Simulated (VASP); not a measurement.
# SnO2 (P4_2/mnm) in VASP: notebook

SnO2 is run at these levels: PBE; tasks: single point.

Program: VASP 6.6.1. These are calculated values, not measurements. Logs are shortened: lines on timing, memory, paths and dates and some standing lists are left out, and cuts for length are marked.

## (1) The cell of the first run

The structure is tetragonal, space group P4_2/mnm (No. 136). The conventional cell has a = 4.832 Å, b = 4.832 Å, c = 3.186 Å, α = 90.00°, β = 90.00°, γ = 90.00°. Within 2.7 Å of Sn (site symmetry mmm) lie 6 O at 2.07 to 2.09 Å. Within 2.7 Å of O (site symmetry m2m) lie 3 Sn at 2.07 to 2.09 Å and 1 O at 2.66 Å.

## (2) Single point, PBE (equal xx and yy strain of +2 %)

File INCAR:

```
SYSTEM = SnO2
PREC = Accurate ; ENCUT = 520
EDIFF = 1E-6 ; ISMEAR = -1
SIGMA = 0.03 ; LREAL = .False.
LASPH = .True. ; NELM = 60
ALGO = Normal ; ISIF = 2
LWAVE = .False. ; LCHARG = .False.
GGA = PE ; NBANDS = 35
```

File KPOINTS:

```
Automatic mesh
0
Gamma
  4 4 6
  0 0 0
```

File POSCAR:

```
SnO2
1.0
    4.8320970000      0.0000000000      0.0000000000
    0.0000000000      4.8320970000      0.0000000000
    0.0000000000      0.0000000000      3.1864000000
Sn O
2 4
Direct
    0.0000000000      0.0000000000      0.0000000000
    0.5000000000      0.5000000000      0.5000000000
    0.3056200000      0.3056200000      0.0000000000
    0.1943800000      0.8056200000      0.5000000000
    0.6943800000      0.6943800000      0.0000000000
    0.8056200000      0.1943800000      0.5000000000
```

Potentials or basis: VASP PAW PBE potentials, release 64 (Sn_d, O).

On the command line:

```bash
$ cat potpaw_PBE.64/Sn_d/POTCAR potpaw_PBE.64/O/POTCAR > POTCAR
$ mpirun -np 1 vasp_std > vasp.out
```

OUTCAR:

```text
SYSTEM = SnO2
   PREC = Accurate
   ENCUT = 520
   EDIFF = 1E-6
   ISMEAR = -1
   LREAL = .False.
   LASPH = .True.
   NELM = 60
   ISIF = 2
   GGA = PE

 ion  position               nearest neighbor table
   1  0.000  0.000  0.000-   4 2.07   6 2.07   4 2.07   6 2.07   5 2.09   3 2.09
   2  0.500  0.500  0.500-   3 2.07   5 2.07   3 2.07   5 2.07   4 2.09   6 2.09
   3  0.306  0.306  0.000-   2 2.07   2 2.07   1 2.09
   4  0.194  0.806  0.500-   1 2.07   1 2.07   2 2.09
   5  0.694  0.694  0.000-   2 2.07   2 2.07   1 2.09
   6  0.806  0.194  0.500-   1 2.07   1 2.07   2 2.09

  LATTYP: Found a simple tetragonal cell.
 ALAT       =     4.8320970000
 C/A-ratio  =     0.6594238485

  Lattice vectors:

 A1 = (   4.8320970000,   0.0000000000,   0.0000000000)
 A2 = (   0.0000000000,   4.8320970000,   0.0000000000)
 A3 = (   0.0000000000,   0.0000000000,   3.1864000000)

Analysis of symmetry for initial positions (statically):
=====================================================================
 Subroutine PRICEL returns:
 Original cell was already a primitive cell.

 Routine SETGRP: Setting up the symmetry group for a
 simple tetragonal supercell.

 Subroutine GETGRP returns: Found 16 space group operations
 (whereof  8 operations were pure point group operations)
 out of a pool of 16 trial point group operations.

The static configuration has the point symmetry D_2h.
 The point group associated with its full space group is D_4h.

Analysis of symmetry for dynamics (positions and initial velocities):
=====================================================================
 Subroutine PRICEL returns:
 Original cell was already a primitive cell.

 Routine SETGRP: Setting up the symmetry group for a
 simple tetragonal supercell.

 Subroutine GETGRP returns: Found 16 space group operations
 (whereof  8 operations were pure point group operations)
 out of a pool of 16 trial point group operations.

The dynamic configuration has the point symmetry D_2h.
 The point group associated with its full space group is D_4h.

 Subroutine INISYM returns: Found 16 space group operations
 (whereof  8 operations are pure point group operations),
 and found     1 'primitive' translations

----------------------------------------------------------------------------------------

                                     Primitive cell

  volume of cell :      74.3998

  direct lattice vectors                    reciprocal lattice vectors
     4.832097000  0.000000000  0.000000000     0.206949488  0.000000000  0.000000000
     0.000000000  4.832097000  0.000000000     0.000000000  0.206949488  0.000000000
     0.000000000  0.000000000  3.186400000     0.000000000  0.000000000  0.313833794

  length of vectors
     4.832097000  4.832097000  3.186400000     0.206949488  0.206949488  0.313833794

  position of ions in fractional coordinates (direct lattice)
     0.000000000  0.000000000  0.000000000
     0.500000000  0.500000000  0.500000000
     0.305620000  0.305620000  0.000000000
     0.194380000  0.805620000  0.500000000
     0.694380000  0.694380000  0.000000000
     0.805620000  0.194380000  0.500000000

  ion indices of the primitive-cell ions
   primitive index   ion index
                 1           1
                 2           2
                 3           3
                 4           4
                 5           5
                 6           6

----------------------------------------------------------------------------------------

 KPOINTS: Automatic mesh

Automatic generation of k-mesh.
 Grid dimensions read from file:
 generate k-points for:    4    4    6

 Generating k-lattice:

  Cartesian coordinates                     Fractional coordinates (reciprocal lattice)
     0.051737372  0.000000000  0.000000000     0.250000000  0.000000000  0.000000000
     0.000000000  0.051737372  0.000000000     0.000000000  0.250000000  0.000000000
     0.000000000  0.000000000  0.052305632     0.000000000  0.000000000  0.166666667

  Length of vectors
     0.051737372  0.051737372  0.052305632

  Shift w.r.t. Gamma in fractional coordinates (k-lattice)
     0.000000000  0.000000000  0.000000000

 Subroutine IBZKPT returns following result:
 ===========================================

 Found     24 irreducible k-points:

 Following reciprocal coordinates:
            Coordinates               Weight
  0.000000  0.000000  0.000000      1.000000
  0.250000  0.000000  0.000000      4.000000
  0.500000  0.000000  0.000000      2.000000
  0.250000  0.250000  0.000000      4.000000
  0.500000  0.250000  0.000000      4.000000
  0.500000  0.500000  0.000000      1.000000
[... 16 lines left out ...]
  0.500000  0.250000  0.500000      4.000000
  0.500000  0.500000  0.500000      1.000000
   k-points           NKPTS =     24   k-points in BZ     NKDIM =     24   number of bands    NBANDS=     35
   number of dos      NEDOS =    301   number of ions     NIONS =      6
   total plane-waves  NPLWV =  31104
   dimension x,y,z NGX =    36 NGY =   36 NGZ =   24
   dimension x,y,z NGXF=    72 NGYF=   72 NGZF=   48
   ions per type =               2   4
   NGX,Y,Z   is equivalent  to a cutoff of  12.39, 12.39, 12.52 a.u.
   NGXF,Y,Z  is equivalent  to a cutoff of  24.77, 24.77, 25.04 a.u.
 SYSTEM =  SnO2
   PREC   = accura    normal or accurate (medium, high low for compatibility)
   ISTART =      0    job   : 0-new  1-cont  2-samecut
   ICHARG =      2    charge: 1-file 2-atom 10-const
   ISPIN  =      1    spin polarized calculation?
   LNONCOLLINEAR =      F non collinear calculations
   LSORBIT =      F    spin-orbit coupling
   LASPH  =      T    aspherical Exc in radial PAW
   ENCUT  =  520.0 eV  38.22 Ry    6.18 a.u.   8.98  8.98  5.92*2*pi/ulx,y,z
   NELM   =     60;   NELMIN=  2; NELMDL= -5     # of ELM steps
   EDIFF  = 0.1E-05   stopping-criterion for ELM
   LREAL  =      F    real-space projection
   EDIFFG = 0.1E-04   stopping-criterion for IOM
   NSW    =      0    number of steps for IOM
   IBRION =     -1    ionic relax: 0-MD 1-quasi-New 2-CG
   NFREE  =      0    steps in history (QN), initial steepest desc. (CG)
   ISIF   =      2    stress and relaxation
   ISYM   =      2    0-nonsym 1-usesym 2-fastsym
   POTIM  = 0.5000    time-step for ionic-motion
   TEBEG  =    0.0;   TEEND  =   0.0 temperature during run
   PSTRESS=    0.0 pullay stress
   NELECT =      52.0000    total number of electrons
   NUPDOWN=      -1.0000    fix difference up-down
   EMIN   =  10.00;   EMAX   =-10.00  energy-range for DOS
   EFERMI =   0.00;   METHOD = LEGACY
   ISMEAR =    -1;   SIGMA  =   0.03  broadening in eV -4-tet -1-fermi 0-gaus
   EFERMI_NEDOS =   21; number of points for ismear=-14 and -15
   IALGO  =     38    algorithm
   IMIX   =      4    mixing-type and parameters
     AMIX     =   0.40;   BMIX     =  1.00
     AMIX_MAG =   1.60;   BMIX_MAG =  1.00
  volume/ion in A,a.u.               =      12.40        83.68
  Fermi-wavevector in a.u.,A,eV,Ry     =   1.452843  2.745476 28.718544  2.110753
  Thomas-Fermi vector in A             =   2.570178
   LORBIT       =      0    0 simple, 1 ext, 2 COOP (PROOUT), +10 PAW based schemes
   GGA     = PE    functional components
   LHFCALC =     F    Hartree Fock is set to
   AEXX    =    0.0000 exact exchange contribution
   IVDW    =     0    specifies the selected vdW correction
   LEPSILON=     F    determine dielectric tensor
   LRPA    =     F    only Hartree local field effects (RPA)
 non-spin polarized calculation
  energy-cutoff  :      520.00
  volume of cell :       74.40
 maximum number of plane-waves:      2036
 NGX is ok and might be reduce to    36
   NGX = 17   NGY = 17   NGZ = 11

 number of electron      52.0000008 magnetization

 Free energy of the ion-electron system (eV)
  ---------------------------------------------------
  ext. energy  EPLUGINS =         0.00000000
  ---------------------------------------------------
  free energy    TOTEN  =       -37.28101918 eV

  energy without entropy =      -37.28101917  energy(sigma->0) =      -37.28101917

 E-fermi :   6.1196     XC(G=0): -11.0434

 val. band max:        5.6887020998   @ k =   0.0000   0.0000   0.0000
 cond. band min:       6.5502746064   @ k =   0.0000   0.0000   0.0000
 fundamental gap:      0.8615725066
 Fermi energy:         6.1196010048

 k-point     1 :       0.0000    0.0000    0.0000
  band No.  band energies     occupation
      1     -15.3837      2.00000
      2     -14.7036      2.00000
      3     -14.4634      2.00000
      4     -14.4326      2.00000
      5     -14.4326      2.00000
      6     -14.3514      2.00000
[... 27 lines left out ...]
     34      17.2626      0.00000
     35      17.9405      0.00000

 k-point     2 :       0.2500    0.0000    0.0000
  band No.  band energies     occupation
      1     -15.2987      2.00000
      2     -14.8050      2.00000
      3     -14.4607      2.00000
      4     -14.4295      2.00000
      5     -14.4294      2.00000
      6     -14.4078      2.00000
[... 27 lines left out ...]
     34      17.4425      0.00000
     35      18.0028      0.00000

 k-point     3 :       0.5000    0.0000    0.0000
  band No.  band energies     occupation
      1     -15.0685      2.00000
      2     -15.0685      2.00000
      3     -14.4494      2.00000
      4     -14.4494      2.00000
      5     -14.4262      2.00000
      6     -14.4262      2.00000
[... 27 lines left out ...]
     34      17.8972      0.00000
     35      18.0142      0.00000

 k-point     4 :       0.2500    0.2500    0.0000
  band No.  band energies     occupation
      1     -15.2514      2.00000
      2     -14.9048      2.00000
      3     -14.4556      2.00000
      4     -14.4335      2.00000
      5     -14.4262      2.00000
      6     -14.4254      2.00000
[... 27 lines left out ...]
     34      17.4735      0.00000
     35      17.9485      0.00000

 k-point     5 :       0.5000    0.2500    0.0000
  band No.  band energies     occupation
      1     -15.1049      2.00000
      2     -15.1049      2.00000
      3     -14.4438      2.00000
      4     -14.4438      2.00000
      5     -14.4304      2.00000
      6     -14.4304      2.00000
[... 638 lines left out ...]
 k-point    22 :       0.2500    0.2500    0.5000
  band No.  band energies     occupation
      1     -15.3315      2.00000
      2     -15.1844      2.00000
      3     -14.6989      2.00000
      4     -14.4512      2.00000
      5     -14.3370      2.00000
      6     -14.3353      2.00000
[... 27 lines left out ...]
     34      17.3600      0.00000
     35      18.0309      0.00000

 k-point    23 :       0.5000    0.2500    0.5000
  band No.  band energies     occupation
      1     -15.2720      2.00000
      2     -15.2720      2.00000
      3     -14.5700      2.00000
      4     -14.5700      2.00000
      5     -14.3353      2.00000
      6     -14.3353      2.00000
[... 27 lines left out ...]
     34      16.8122      0.00000
     35      18.2461      0.00000

 k-point    24 :       0.5000    0.5000    0.5000
  band No.  band energies     occupation
      1     -15.1897      2.00000
      2     -15.1897      2.00000
      3     -14.7043      2.00000
      4     -14.7043      2.00000
      5     -14.3333      2.00000
      6     -14.3333      2.00000
[... 27 lines left out ...]
     34      16.5345      0.00000
     35      18.4873      0.00000

------------------------ aborting loop because EDIFF is reached ----------------------------------------

  FORCE on cell =-STRESS in cart. coord.  units (eV):
  Direction    XX          YY          ZZ          XY          YZ          ZX
  --------------------------------------------------------------------------------------
  -------------------------------------------------------------------------------------
  Total        1.0426423      1.0426423      3.1510158     -0.0000000      0.0000000      0.0000000
  in kB       22.4529973     22.4529973     67.8562081     -0.0000000      0.0000000      0.0000000
  external PRESSURE =      37.5874009 kB  Pullay stress =       0.0000000 kB

 VOLUME and BASIS-vectors are now :
 -----------------------------------------------------------------------------
  energy-cutoff  :      520.00
  volume of cell :       74.40
      direct lattice vectors                 reciprocal lattice vectors
     4.832097000  0.000000000  0.000000000     0.206949488  0.000000000  0.000000000
     0.000000000  4.832097000  0.000000000     0.000000000  0.206949488  0.000000000
     0.000000000  0.000000000  3.186400000     0.000000000  0.000000000  0.313833794

 POSITION                                       TOTAL-FORCE (eV/Angst)
 -----------------------------------------------------------------------------------
      0.00000      0.00000      0.00000         0.000000      0.000000      0.000000
      2.41605      2.41605      1.59320         0.000000      0.000000      0.000000
      1.47679      1.47679      0.00000         0.016076      0.016076     -0.000000
      0.93926      3.89283      1.59320        -0.016076      0.016076     -0.000000
      3.35531      3.35531      0.00000        -0.016076     -0.016076      0.000000
      3.89283      0.93926      1.59320         0.016076     -0.016076      0.000000
 -----------------------------------------------------------------------------------
    total drift:                                0.000000      0.000000      0.000000

  FREE ENERGIE OF THE ION-ELECTRON SYSTEM (eV)
  ---------------------------------------------------
  free  energy   TOTEN  =       -37.2810191763 eV

  energy  without entropy=      -37.2810191651  energy(sigma->0) =      -37.28101917
```

Run time: 19 s. Hardware: 1 thread of Intel Xeon 6975P-C (Granite Rapids), shared host; peak memory 0.2 GiB.

Results:

* Free energy: -37.2810 eV
* Pressure: 3.8 GPa
* Largest force: 0.023 eV/Å
* Band gap on the k mesh: 0.86 eV, direct

Forces in eV/Å, atoms in the order of the input:
```
Sn   0.000  0.000  0.000
Sn   0.000  0.000  0.000
O    0.016  0.016  0.000
O   -0.016  0.016  0.000
O   -0.016 -0.016  0.000
O    0.016 -0.016  0.000
```

Stress tensor (GPa, compression positive):
```
2.25 0.00 0.00
0.00 2.25 0.00
0.00 0.00 6.79
```

Caveat: the cell differs from its parent crystal (equal xx and yy strain of +2 %); spin-orbit coupling is left out, which moves the levels of the heavy elements.

## (3) Single point, PBE (volume scaled by 0.96)

File INCAR:

```
PREC     = Accurate       # precision mode
ENCUT    = 520            # plane-wave cutoff, eV
EDIFF    = 1E-6           # SCF threshold, eV
ISMEAR   = -1             # smearing method
SIGMA    = 0.03           # smearing width, eV
LREAL    = False          # projectors in reciprocal space
LASPH    = True           # aspherical terms in the spheres
NELM     = 60             # most SCF steps
ALGO     = Normal         # electronic algorithm
ISIF     = 2              # what is computed and relaxed
LWAVE    = False          # write WAVECAR
LCHARG   = False          # write CHGCAR
GGA      = PE             # functional
NBANDS   = 35             # bands
```

File KPOINTS:

```
Automatic mesh
0
Gamma
  4 4 6
```

POSCAR: that of step 2 with these lines changed.

```diff
@@ -2,5 +2,5 @@
 1.0
-    4.8320970000      0.0000000000      0.0000000000
-    0.0000000000      4.8320970000      0.0000000000
-    0.0000000000      0.0000000000      3.1864000000
+    4.6733239081      0.0000000000      0.0000000000
+    0.0000000000      4.6733239081      0.0000000000
+    0.0000000000      0.0000000000      3.1433352615
 Sn O
```

Potentials or basis: VASP PAW PBE potentials, release 64 (Sn_d, O).

On the command line:

```bash
$ cat potpaw_PBE.64/Sn_d/POTCAR potpaw_PBE.64/O/POTCAR > POTCAR
$ mpirun -np 1 vasp_std > vasp.out
```

It took 34 s on 1 thread of AMD EPYC 7R13 (Zen 3), shared host; peak memory 0.17 GiB.

The run converged. Its results:

```
Free energy            : -36.8632 eV
Pressure               : 22.0 GPa
Largest force          : 0.202 eV/Å
Band gap on the k mesh : 1.73 eV, direct
```

Forces in eV/Å, atoms in the order of the input:
```
Sn   0.000  0.000  0.000
Sn   0.000  0.000  0.000
O   -0.143 -0.143  0.000
O    0.143 -0.143  0.000
O    0.143  0.143  0.000
O   -0.143  0.143  0.000
```

Stress tensor (GPa, compression positive):
```
20.18  0.00  0.00
 0.00 20.18  0.00
 0.00  0.00 25.64
```

Levels at points of the mesh, in eV from the valence-band top:
```csv
k point,band 24,band 25,band 26,band 27,band 28,band 29
"(0.00, 0.00, 0.00)",-0.82,-0.82,0.00,1.73,6.56,6.56
"(0.50, 0.00, 0.00)",-1.17,-0.65,-0.65,4.90,4.90,7.36
"(0.50, 0.50, 0.00)",-1.29,-0.95,-0.95,5.34,5.34,7.85
"(0.00, 0.00, 0.50)",-1.78,-1.32,-1.32,6.70,6.70,10.06
"(0.50, 0.00, 0.50)",-1.18,-0.66,-0.66,6.99,6.99,8.42
"(0.50, 0.50, 0.50)",-1.00,-0.89,-0.89,5.27,5.27,9.13
```

Caveat: spin-orbit coupling is left out, which moves the levels of the heavy elements.

## (4) Single point, PBE (volume scaled by 0.99)

File INCAR:

```
PREC = Accurate ; ENCUT = 520
EDIFF = 1E-6 ; ISMEAR = -1
SIGMA = 0.03 ; LREAL = F
LASPH = T ; NELM = 80
ALGO = Normal ; ISIF = 2
LWAVE = F ; LCHARG = F
GGA = PE ; NBANDS = 35
```

KPOINTS is that of step 3.

POSCAR: that of step 3 with these lines changed.

```diff
@@ -2,5 +2,5 @@
 1.0
-    4.6733239081      0.0000000000      0.0000000000
-    0.0000000000      4.6733239081      0.0000000000
-    0.0000000000      0.0000000000      3.1433352615
+    4.7215059017      0.0000000000      0.0000000000
+    0.0000000000      4.7215059017      0.0000000000
+    0.0000000000      0.0000000000      3.1757430642
 Sn O
```

On the command line:

```bash
$ cat potpaw_PBE.64/Sn_d/POTCAR potpaw_PBE.64/O/POTCAR > POTCAR
$ mpirun -np 1 vasp_std > vasp.out
```

Run time: 33 s. Hardware: 1 thread of AMD EPYC 7R13 (Zen 3), shared host; peak memory 0.17 GiB.

Results (log left out):

| Quantity | Value |
| --- | --- |
| Free energy | -37.1058 eV |
| Pressure | 13.9 GPa |
| Largest force | 0.087 eV/Å |
| Band gap on the k mesh | 1.36 eV, direct |

Forces on the atoms (eV/Å):
```
Sn   0.000  0.000  0.000
Sn   0.000  0.000  0.000
O   -0.062 -0.062  0.000
O    0.062 -0.062  0.000
O    0.062  0.062  0.000
O   -0.062  0.062  0.000
```

Stress tensor (GPa, compression positive):
```
12.81  0.00  0.00
 0.00 12.81  0.00
 0.00  0.00 16.08
```

Levels at points of the mesh, in eV from the valence-band top:
| k point | band 24 | band 25 | band 26 | band 27 | band 28 | band 29 |
| --- | --- | --- | --- | --- | --- | --- |
| (0.00, 0.00, 0.00) | -0.80 | -0.80 | 0.00 | 1.36 | 6.30 | 6.39 |
| (0.50, 0.00, 0.00) | -1.19 | -0.64 | -0.64 | 4.55 | 4.55 | 7.17 |
| (0.50, 0.50, 0.00) | -1.31 | -0.92 | -0.92 | 4.98 | 4.98 | 7.61 |
| (0.00, 0.00, 0.50) | -1.69 | -1.27 | -1.27 | 6.31 | 6.31 | 9.83 |
| (0.50, 0.00, 0.50) | -1.12 | -0.70 | -0.70 | 6.60 | 6.60 | 8.15 |
| (0.50, 0.50, 0.50) | -0.97 | -0.85 | -0.85 | 4.94 | 4.94 | 8.98 |

Caveat: spin-orbit coupling is left out, which moves the levels of the heavy elements.

## (5) Overview

| cell | gap on the mesh (eV) | pressure (GPa) | largest force (eV/Å) |
| --- | --- | --- | --- |
| a = 4.832, b = 4.832, c = 3.186 Å, 6 atoms | 0.86 | 3.8 | 0.02 |
| a = 4.673, b = 4.673, c = 3.143 Å, 6 atoms | 1.73 | 22.0 | 0.20 |
| a = 4.722, b = 4.722, c = 3.176 Å, 6 atoms | 1.36 | 13.9 | 0.09 |

Alike in all rows: task single point; level PBE; potentials or basis VASP PAW PBE potentials, release 64 (Sn_d, O); no spin polarisation; k mesh 4 × 4 × 6; cutoff (eV) 520; smearing fermi-dirac 0.03 eV.

Caveats: spin-orbit coupling is left out, which moves the levels of the heavy elements.

Total energies depend on the potentials used, so only differences within one code and one set of settings carry meaning.
